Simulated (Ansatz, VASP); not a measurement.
# CuI in VASP and in Ansatz

```
CELL_PARAMETERS angstrom
0.00000 3.04187 3.04187
3.04187 0.00000 3.04187
3.04187 3.04187 0.00000
ATOMIC_POSITIONS crystal
Cu 0.25000 0.25000 0.25000
I 0.00000 0.00000 0.00000
```

Alike in both runs: task single point; functional r2SCAN; k mesh 6 × 6 × 6; no spin polarisation.

```csv
,VASP,Ansatz
version,VASP 6.6.1,Ansatz 0.2.0
potentials or method,"VASP PAW PBE potentials, release 64 (Cu, I)","plane waves, PAW"
plane-wave cutoff (eV),660,500
occupations,"gaussian, width 0.01 eV",fixed
valence electrons in the cell,18,36
```

|  | VASP | Ansatz | Ansatz less VASP |
| --- | --- | --- | --- |
| gap on the k mesh at the Fermi level (eV) | 1.58 | 1.58 | -0.004 |
| pressure (GPa) | -1.3 | -1.2 | +0.06 |

VASP's potentials were made for PBE, not for r2SCAN. VASP's potentials hold 18 valence electrons a cell and Ansatz's 36, so a difference there can come from the potentials and not from the codes.

Neither program's run includes spin-orbit coupling.
